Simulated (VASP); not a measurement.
Input of a VASP 6.6.1 run:

Contents of INCAR:

```
PREC     = Accurate       # precision mode
ENCUT    = 600            # plane-wave cutoff, eV
EDIFF    = 1E-6           # SCF threshold, eV
ISMEAR   = -1             # smearing method
SIGMA    = 0.03           # smearing width, eV
LREAL    = False          # projectors in reciprocal space
LASPH    = True           # aspherical terms in the spheres
NELM     = 100            # most SCF steps
ALGO     = Normal         # electronic algorithm
ISIF     = 3              # what is computed and relaxed
LWAVE    = False          # write WAVECAR
LCHARG   = False          # write CHGCAR
GGA      = PS             # functional
IBRION   = 2              # ionic algorithm
NSW      = 100            # ionic steps
EDIFFG   = -0.01          # ionic threshold
```

The input KPOINTS:

```
regular mesh
0
Gamma
  6 6 6
```

The input POSCAR:

```
Ga2O3
1.0
    2.3182887500      1.3384646339      4.2038302667
   -2.3182887500      1.3384646339      4.2038302667
    0.0000000000     -2.6769292677      4.2038302667
Ga O
4 6
Direct
    0.8550000000      0.8550000000      0.8550000000
    0.3550000000      0.3550000000      0.3550000000
    0.1450000000      0.1450000000      0.1450000000
    0.6450000000      0.6450000000      0.6450000000
    0.4450000000      0.0550000000      0.7500000000
    0.0550000000      0.7500000000      0.4450000000
    0.5550000000      0.9450000000      0.2500000000
    0.2500000000      0.5550000000      0.9450000000
    0.9450000000      0.2500000000      0.5550000000
    0.7500000000      0.4450000000      0.0550000000
```

Potentials or basis: VASP PAW PBE potentials, release 64 (Ga_d, O).

Command:

```sh
$ cat potpaw_PBE.64/Ga_d/POTCAR potpaw_PBE.64/O/POTCAR > POTCAR
$ mpirun -np 1 vasp_std > vasp.out
```

Problem. Estimate the relaxed volume.

Solution. 9.74 Å³/atom.

Problem. Predict the relaxed cell.

Solution. a = 5.338 Å, b = 5.338 Å, c = 5.338 Å, α = 55.93°, β = 55.93°, γ = 55.93°.

Forces in eV/Å, atoms in the order of the input:
```
Ga   0.000  0.000  0.010
Ga   0.000  0.000  0.010
Ga   0.000  0.000 -0.010
Ga   0.000  0.000 -0.010
O    0.001  0.000  0.000
O   -0.001 -0.001  0.000
O   -0.001  0.000  0.000
O    0.001 -0.001  0.000
O    0.001  0.001  0.000
O   -0.001  0.001  0.000
```

Caveat: the volume moved by over 15 % at a fixed basis, so the end points are rough; the PAW data sets were made with another functional, which shifts forces and pressure a little.
